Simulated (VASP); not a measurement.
ZnS, 2 atoms in the cell. Symmetry: I-4m2, No. 119, tetragonal system. The conventional cell has a = 3.898 Å, b = 3.898 Å, c = 5.194 Å, α = 90.00°, β = 90.00°, γ = 90.00°. Zn (site symmetry -4m2) has 4 S at 2.34 Å within 3.1 Å. Within 3.1 Å of S (site symmetry -4m2) lie 4 Zn at 2.34 Å. 

```yaml
Program: VASP 6.6.1
Task: single point
Functional: PBEsol
Potentials_or_basis: VASP PAW PBE potentials, release 64 (Zn, S)
Cutoff: 520 eV
k_mesh: 6 × 6 × 6
Occupations: gaussian, width 0.02 eV
Spin: no spin polarisation
Dipole_correction: no
Further_INCAR_settings: ALGO = Normal; EDIFF = 1e-06; NBANDS = 16
```

Potentials or basis: VASP PAW PBE potentials, release 64 (Zn, S).

Command:

```console
$ cat potpaw_PBE.64/Zn/POTCAR potpaw_PBE.64/S/POTCAR > POTCAR
$ mpirun -np 1 vasp_std > vasp.out
```

Hardware: 1 thread of Intel Xeon 6975P-C, with other jobs on the host.

Q: Estimate the wall time of this run.

A: Wall time 21 s on 1 thread of Intel Xeon 6975P-C (shared host), peak memory 0.16 GiB. Counts: scf iterations 12, k points 30.
